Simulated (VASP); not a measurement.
Mg4H, 10 atoms in the cell. The cell holds a slab with vacuum, 10 atoms: a = 6.420 Å, b = 5.138 Å, c = 21.664 Å, α = 90.00°, β = 90.00°, γ = 90.00°. 

```yaml
Program: VASP 6.6.1
Task: single point
Functional: PBE
Potentials_or_basis: VASP PAW PBE potentials, release 64 (Mg, H)
Cutoff: 520 eV
k_mesh: 4 × 5 × 1
Occupations: gaussian, width 0.1 eV
Spin: no spin polarisation
Dipole_correction: yes
Further_INCAR_settings: ALGO = Normal; EDIFF = 1e-07; NBANDS = 20
```

Potentials or basis: VASP PAW PBE potentials, release 64 (Mg, H).

Command:

```console
$ cat potpaw_PBE.64/Mg/POTCAR potpaw_PBE.64/H/POTCAR > POTCAR
$ mpirun -np 1 vasp_std > vasp.out
```

Hardware: 1 thread of Oxide Virtual Turin-like Processor, on a shared host.

**Question.** Estimate the wall time of this run.

**Answer.** It took 4.7 min on 1 thread of Oxide Virtual Turin-like Processor (shared host), peak memory 0.61 GiB. Counts: scf iterations 23, k points 9.
